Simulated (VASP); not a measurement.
**Sb: single point with r2SCAN**

Crystal: Sb.

```
Sb
1.0
     4.56663    0.00000    0.00000
     2.47980    3.83467    0.00000
     2.47980    1.34951    3.58937
Sb
2
Cartesian
  2.2066 1.2009 0.8314
  7.3196 3.9833 2.7579
```

- Program: VASP 6.6.1
- Task: single point
- Functional: r2SCAN
- Potentials or basis: VASP PAW PBE potentials, release 64 (Sb_d_GW)
- Cutoff: 550 eV
- k mesh: 7 × 7 × 7
- Occupations: fermi-dirac, width 0.05 eV
- Spin: no spin polarisation

```yaml
Pressure: -0.1 GPa
Largest_force: 0.022 eV/Å
```

Forces in eV/Å, atoms in the order of the input:
```
Sb   0.018  0.010  0.007
Sb  -0.018 -0.010 -0.007
```

Stress tensor (GPa, compression positive):
```
 0.09  0.19  0.13
 0.19 -0.15  0.07
 0.13  0.07 -0.20
```

Levels at points of the mesh, in eV from the Fermi level:
| k point | band 12 | band 13 | band 14 | band 15 | band 16 | band 17 | band 18 | band 19 |
| --- | --- | --- | --- | --- | --- | --- | --- | --- |
| (0.00, 0.00, 0.00) | -5.01 | -2.10 | -1.98 | -1.98 | 1.98 | 2.69 | 2.69 | 5.56 |

Run time: 3.7 min on 1 thread of Intel(R) Xeon(R) Platinum 8259CL CPU @ 2.50GHz (Skylake/Cascade Lake), on a shared host, peak memory 0.25 GiB.

Caveat: the PAW data sets were made with another functional, which shifts forces and pressure a little; spin-orbit coupling is left out, which moves the levels of the heavy elements.
